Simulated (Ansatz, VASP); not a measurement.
**PC5: VASP beside Ansatz**

Contents of INCAR:

```
PREC = Accurate
ENCUT = 520
EDIFF = 1E-6
ISMEAR = 0
SIGMA = 0.1
LREAL = F
LASPH = T
NELM = 100
ALGO = Normal
ISIF = 2
LWAVE = F
LCHARG = T
GGA = PE
LELF = T
LVHAR = T
NBANDS = 22
```

File KPOINTS:

```
regular mesh
0
Gamma
  6 6 4
```

Contents of POSCAR:

```
PC5
1.0
    4.8695329600      0.0000000000      0.0000000000
   -2.4347664800      4.2171392400      0.0000000000
    0.0000000000      0.0000000000      3.7669512300
P C
1 5
Direct
    0.0000000000      0.0000000000      0.0000000000
    0.6666666700      0.3333333300      0.0000000000
    0.5000000000      0.0000000000      0.5000000000
    0.5000000000      0.5000000000      0.5000000000
    0.0000000000      0.5000000000      0.5000000000
    0.3333333300      0.6666666700      0.0000000000
```

Input for Ansatz:

```yaml
crystal:
  lattice:
    - [4.86953296, 0.0, 0.0]
    - [-2.43476648, 4.21713924, 0.0]
    - [0.0, 0.0, 3.76695123]
  atoms:
    - { symbol: P, position: [0.0, 0.0, 0.0] }
    - { symbol: C, position: [0.66666667, 0.33333333, 0.0] }
    - { symbol: C, position: [0.5, 0.0, 0.5] }
    - { symbol: C, position: [0.5, 0.5, 0.5] }
    - { symbol: C, position: [0.0, 0.5, 0.5] }
    - { symbol: C, position: [0.33333333, 0.66666667, 0.0] }
basis:
  ecutwfc: 420
kpoints:
  mp_grid: { grid: [6, 6, 4] }
hamiltonian:
  xc: pbe
scf:
  occupations: { method: gaussian, width: 0.1 }
  lower_state_search: "off"
output:
  forces: true
  stress: true
  eigenvalues: true
```

Change from the starting cell: species swapped into the RbAu5 type (P6/mmm, No. 191).

Alike in both runs: task single point; functional PBE; k mesh 6 × 6 × 4; occupations gaussian, width 0.1 eV; no spin polarisation.

```csv
,VASP,Ansatz
version,VASP 6.6.1,Ansatz 0.2.0
potentials or method,"VASP PAW PBE potentials, release 64 (P, C), cutoff 520 eV","scalar-relativistic, plane waves, PAW"
valence electrons in the cell,25,25
```

Ansatz gave:

```
gap on the k mesh at the Fermi level (eV)                     : none
pressure (GPa)                                                : -25.9
traceless stress, the component that is largest in VASP (GPa) : -4.27
```

Estimate VASP's values.

gap on the k mesh at the Fermi level (eV): none; pressure (GPa): -25.9; traceless stress, the component that is largest in VASP (GPa): -4.28.

A gap of «none» marks a metal or a gap that the smearing closes.

The k mesh is coarse, so the values compare programs but aren't converged.
